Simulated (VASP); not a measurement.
Wanted: the native input for a VASP 6.6.1 run.

```yaml
Task: single point
Functional: PBEsol
Potentials_or_basis: VASP PAW PBE potentials, release 64 (Cs_sv)
Cutoff: 520 eV
k_mesh: 9 × 9 × 9
Occupations: fermi-dirac, width 0.05 eV
Spin: no spin polarisation
Dipole_correction: no
Further_INCAR_settings: ALGO = Normal; EDIFF = 1e-07; NBANDS = 10
```

The structure of Cs lies in POSCAR:

```
Cs
1.0
   -2.7461212536      2.7461212536      2.7461212536
    2.7461212536     -2.7461212536      2.7461212536
    2.7461212536      2.7461212536     -2.7461212536
Cs
1
Direct
    0.0000000000      0.0000000000      0.0000000000
```

This cell differs from its parent crystal: volume scaled by 0.75.

The input as run:

INCAR

```
SYSTEM = Cs
  PREC = Accurate
  ENCUT = 520
  EDIFF = 1E-7
  ISMEAR = -1
  SIGMA = 0.05
  LREAL = .False.
  LASPH = .True.
  NELM = 80
  ALGO = Normal
  ISIF = 2
  LWAVE = .False.
  LCHARG = .False.
  GGA = PS
  NBANDS = 10
```

KPOINTS

```
Automatic mesh
0
Gamma
  9 9 9
  0 0 0
```

Potentials or basis: VASP PAW PBE potentials, release 64 (Cs_sv).

Command:

```sh
$ cat potpaw_PBE.64/Cs_sv/POTCAR > POTCAR
$ mpirun -np 1 vasp_std > vasp.out
```

Results of the run:

* Pressure: 0.8 GPa

Caveat: the PAW data sets were made with another functional, which shifts forces and pressure a little.

Run time: 14 s on 1 thread of AMD EPYC 9R45 (Zen 5) (shared host), peak memory 0.17 GiB.
